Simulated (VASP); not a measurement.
A run of VASP 6.6.1 is set up as follows.

The input POSCAR:

```
LuH2
1.0
    0.0000000000      2.5532890000      2.5532890000
    2.5532890000      0.0000000000      2.5532890000
    2.5532890000      2.5532890000      0.0000000000
Lu H
1 2
Direct
    0.0000000000      0.0000000000      0.0000000000
    0.2500000000      0.2500000000      0.2500000000
    0.7500000000      0.7500000000      0.7500000000
```

Contents of INCAR.step1:

```
PREC = Accurate
ENCUT = 520
ISMEAR = -1
SIGMA = 0.0253
LREAL = F
LASPH = T
NELM = 60
NBANDS = 20
GGA = PE
ALGO = Normal
EDIFF = 1E-4
LWAVE = T
LCHARG = F
```

Contents of INCAR.step2:

```
PREC = Accurate
ENCUT = 520
EDIFF = 1E-7
ISMEAR = -1
SIGMA = 0.0253
LREAL = F
LASPH = T
NELM = 60
ALGO = Normal
ISIF = 2
LWAVE = F
LCHARG = F
METAGGA = R2SCAN
LMIXTAU = T
NBANDS = 20
ISTART = 1
```

File KPOINTS:

```
regular mesh
0
Gamma
  11 11 11
```

Potentials or basis: VASP PAW PBE potentials, release 64 (Lu, H).

Run with:

```bash
$ cat potpaw_PBE.64/Lu/POTCAR potpaw_PBE.64/H/POTCAR > POTCAR
$ cp INCAR.step1 INCAR
$ mpirun -np 1 vasp_std > vasp.out
$ cp INCAR.step2 INCAR
$ mpirun -np 1 vasp_std > vasp.out
```

Problem. Estimate the band gap on the k mesh.

Solution. Zero (an odd number of electrons rules out a gap without spin polarisation).

Problem. Estimate the pressure.

Solution. -5.5 GPa.

Caveat: the cell stands under tension; the PAW data sets were made with another functional, which shifts forces and pressure a little; spin-orbit coupling is left out, which moves the levels of the heavy elements.
